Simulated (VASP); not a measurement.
Here is a VASP 6.6.1 calculation.

The input INCAR:

```
PREC = Accurate
ENCUT = 520
EDIFF = 1E-8
ISMEAR = -1
SIGMA = 0.03
LREAL = F
LASPH = T
NELM = 60
ALGO = Normal
ISIF = 2
LWAVE = F
LCHARG = F
GGA = PE
LEFG = T
NBANDS = 16
```

The input KPOINTS:

```
Automatic mesh
0
Gamma
  8 8 8
```

The input POSCAR:

```
CdSe
1.0
    0.0000000000      3.0702711986      3.1623793346
    3.0702711986      0.0000000000      3.1623793346
    3.0702711986      3.0702711986      0.0000000000
Cd Se
1 1
Direct
    0.0000000000      0.0000000000      0.0000000000
    0.2500000000      0.2500000000      0.2500000000
```

Potentials or basis: VASP PAW PBE potentials, release 64 (Cd, Se).

Command:

```bash
$ cat potpaw_PBE.64/Cd/POTCAR potpaw_PBE.64/Se/POTCAR > POTCAR
$ mpirun -np 1 vasp_std > vasp.out
```

Task: What does it give for the pressure?

Result: 0.1 GPa.

Task: What does it give for the band gap on the k mesh?

Result: 0.45 eV, direct.

Stress tensor (GPa, compression positive):
```
 0.30  0.00  0.00
 0.00  0.30  0.00
 0.00  0.00 -0.25
```

Caveat: the cell differs from its parent crystal (zz strain of +3 %); without QUAD_EFG the Cq values of the log hold for a quadrupole moment of 1 mb, not for the nuclei.
